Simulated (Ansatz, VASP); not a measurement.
**NbMo3S8: VASP beside Ansatz**

```
CELL_PARAMETERS angstrom
3.22635 0.00000 0.00000
-1.61317 2.79410 0.00000
0.00000 0.00000 28.43522
ATOMIC_POSITIONS crystal
Nb 0.66667 0.33333 0.00000
Mo 0.33333 0.66667 0.75644
Mo 0.33333 0.66667 0.24356
Mo 0.66667 0.33333 0.50000
S 0.33333 0.66667 0.94362
S 0.33333 0.66667 0.44553
S 0.66667 0.33333 0.70197
S 0.66667 0.33333 0.18911
S 0.33333 0.66667 0.05638
S 0.33333 0.66667 0.55447
S 0.66667 0.33333 0.81089
S 0.66667 0.33333 0.29803
```

Alike in both runs: task single point; functional PBE; k mesh 12 × 12 × 2; occupations gaussian, width 0.1 eV; no spin polarisation.

|  | VASP | Ansatz |
| --- | --- | --- |
| version | VASP 6.6.1 | Ansatz 0.2.0 |
| potentials or method | VASP PAW PBE potentials, release 64 (Nb_sv, Mo_sv, S), cutoff 520 eV | scalar-relativistic, plane waves, PAW |
| valence electrons in the cell | 103 | 103 |

Ansatz gave:

* gap on the k mesh at the Fermi level (eV): none
* pressure (GPa): 0.0
* rms of the force components (eV/Å): 0.001

What did VASP give for the same quantities?

gap on the k mesh at the Fermi level (eV): none; pressure (GPa): -0.2; rms of the force components (eV/Å): 0.010.

Atom by atom the forces differ by 0.010 eV/Å (rms over components). A gap of «none» marks a metal or a gap that the smearing closes.
